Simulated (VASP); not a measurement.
The system is I.

```
I
1.0
     0.00000    2.36560    3.90984
     2.19225    0.00000    3.90984
     2.19225    2.36560    0.00000
I
1
Direct
  0.00000 0.00000 0.00000
```

| Property | Result |
| --- | --- |
| Program | VASP 6.6.1 |
| Task | relaxation of cell and atoms |
| Functional | PBE |
| Dispersion | D4 |
| Potentials or basis | VASP PAW PBE potentials, release 64 (I) |
| Cutoff | 600 eV |
| k mesh | 9 × 9 × 9 |
| Occupations | fermi-dirac, width 0.05 eV |
| Spin | no spin polarisation |

At the start: pressure -1.1 GPa; volume 40.55 Å³/atom.

Where does the relaxation end?

Over 17 steps the energy falls by 13.0 meV/atom and the volume is 37.08 Å³/atom (-8.6 %); space group Fmmm (No. 69, to 0.05 Å).

The path:
```
step  energy change (eV)  largest force (eV/Å)  pressure (GPa)  volume (Å³)
   1              0.0000                0.0000           -1.05        40.55
   2             -0.0051                0.0000            0.01        39.01
   3             -0.0052                0.0000           -0.03        39.07
   4             -0.0082                0.0000           -0.07        38.53
   5             -0.0123                0.0000            0.12        36.92
   6             -0.0124                0.0000            0.11        37.02
   7             -0.0124                0.0000            0.13        36.98
   8             -0.0124                0.0000           -0.14        37.24
   9             -0.0125                0.0000           -0.05        37.15
  10             -0.0126                0.0000           -0.04        37.17
  11             -0.0128                0.0000           -0.01        37.21
  12             -0.0128                0.0000            0.05        37.28
  13             -0.0129                0.0000            0.02        37.25
  14             -0.0129                0.0000           -0.11        37.32
  15             -0.0129                0.0000           -0.07        37.30
  16             -0.0130                0.0000           -0.03        37.19
  17             -0.0130                0.0000            0.01        37.08
```

Final structure:
```xyz
1
Lattice="0.0000 2.2859 3.6372 2.2298 0.0000 3.6372 2.2298 2.2859 0.0000" Properties=species:S:1:pos:R:3 pbc="T T T"
I     0.0000    0.0000    0.0000
```

Caveat: an odd number of electrons without spin polarisation forces a metal; a magnetic or distorted state may lie lower; pairwise dispersion overbinds metals, which lowers pressure and volume.
